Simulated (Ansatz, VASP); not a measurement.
**CdI2: VASP beside Ansatz**

File INCAR:

```
SYSTEM = CdI2
  PREC = Accurate
  ENCUT = 500
  EDIFF = 1E-6
  ISMEAR = -1
  SIGMA = 0.03
  LREAL = .FALSE.
  LASPH = .TRUE.
  NELM = 120
  ALGO = Normal
  ISIF = 2
  LWAVE = .FALSE.
  LCHARG = .FALSE.
  GGA = PS
  NBANDS = 20
  GGA_COMPAT = .FALSE.
```

Contents of KPOINTS:

```
Automatic mesh
0
G
  8 8 5
  0 0 0
```

The input POSCAR:

```
CdI2
1.0
    4.2439992147      0.0000000000      0.0000000000
   -2.1219996073      3.6754111335      0.0000000000
    0.0000000000      0.0000000000      6.8590000000
Cd I
1 2
Direct
    0.0000000000      0.0000000000      0.0000000000
    0.3333333333      0.6666666667      0.2492000000
    0.6666666667      0.3333333333      0.7508000000
```

Input for Ansatz:

```yaml
crystal:
  lattice:
    - [4.2439992147, 0.0, 0.0]
    - [-2.1219996073, 3.6754111335, 0.0]
    - [0.0, 0.0, 6.859]
  atoms:
    - { symbol: Cd, position: [0.0, 0.0, 0.0] }
    - { symbol: I, position: [0.3333333333, 0.6666666667, 0.2492] }
    - { symbol: I, position: [0.6666666667, 0.3333333333, 0.7508] }
kpoints:
  mp_grid: { grid: [8, 8, 5] }
  band_path:
    path:
      - [0.0, 0.0, 0.0]
      - [0.5, 0.0, 0.0]
      - [0.3333333333, 0.3333333333, 0.0]
      - [0.0, 0.0, 0.0]
      - [0.0, 0.0, 0.5]
      - [0.5, 0.0, 0.5]
      - [0.3333333333, 0.3333333333, 0.5]
      - [0.0, 0.0, 0.5]
      - [0.5, 0.0, 0.5]
    npoints: 14
scf:
  occupations: { method: fermi_dirac, width: 0.03 }
hamiltonian:
  xc: pbesol
  pseudopotentials: { kind: all_electron, lapw: { basis_error: 0.0005 } }
output:
  forces: true
  stress: true
  eigenvalues: true
  populations: true
  dos: { projected: true, de: 0.2, e_range: [-14, 8] }
```

Alike in both runs: task single point; functional PBEsol; k mesh 8 × 8 × 5; occupations fermi-dirac, width 0.03 eV; no spin polarisation.

```csv
,VASP,Ansatz
version,VASP 6.6.1,Ansatz 0.2.0
potentials or method,"VASP PAW PBE potentials, release 64 (Cd, I), cutoff 500 eV","all-electron LAPW, scalar-relativistic"
```

|  | VASP | Ansatz | Ansatz less VASP |
| --- | --- | --- | --- |
| gap on the k mesh at the Fermi level (eV) | 2.29 | 2.30 | +0.009 |
| pressure (GPa) | -0.3 | -0.4 | -0.11 |
| traceless stress, the component that is largest in VASP (GPa) | 0.11 | 0.12 | +0.010 |
| rms of the force components (eV/Å) | 0.033 | 0.044 | +0.0116 |

VASP's potentials were made for PBE, not for PBEsol. Atom by atom the forces differ by 0.012 eV/Å (rms over components). Ansatz ran all-electron here, and VASP with PAW potentials.

Spin-orbit coupling is off throughout.
